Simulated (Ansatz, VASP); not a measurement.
## AlN in VASP and in Ansatz

```
CELL_PARAMETERS angstrom
3.27586 0.00000 0.00000
-1.63793 2.83698 0.00000
0.00000 0.00000 4.10069
ATOMIC_POSITIONS crystal
Al 0.33333 0.66667 0.75000
Al 0.66667 0.33333 0.25000
N 0.33333 0.66667 0.25000
N 0.66667 0.33333 0.75000
```

Alike in both runs: task single point; functional LDA; k mesh 9 × 9 × 6; occupations gaussian, width 0.05 eV; no spin polarisation.

```csv
,VASP,Ansatz
version,VASP 6.6.1,Ansatz 0.2.0
potentials or method,"VASP PAW LDA potentials, release 64 (Al, N), cutoff 520 eV","scalar-relativistic, plane waves, PAW"
valence electrons in the cell,16,16
```

|  | VASP | Ansatz | Ansatz less VASP |
| --- | --- | --- | --- |
| gap on the k mesh at the Fermi level (eV) | 3.63 | 3.62 | -0.009 |
| least direct gap on the mesh (eV) | 3.63 | 3.62 | -0.009 |
| pressure (GPa) | 0.6 | 0.0 | -0.66 |
| traceless stress, the component that is largest in VASP (GPa) | -0.15 | 0.00 | +0.152 |

Ansatz warns that its potentials were made for another functional, while VASP's fit it. LDA's correlation is that of Perdew and Zunger in VASP and of Perdew and Wang (1992) in Ansatz.
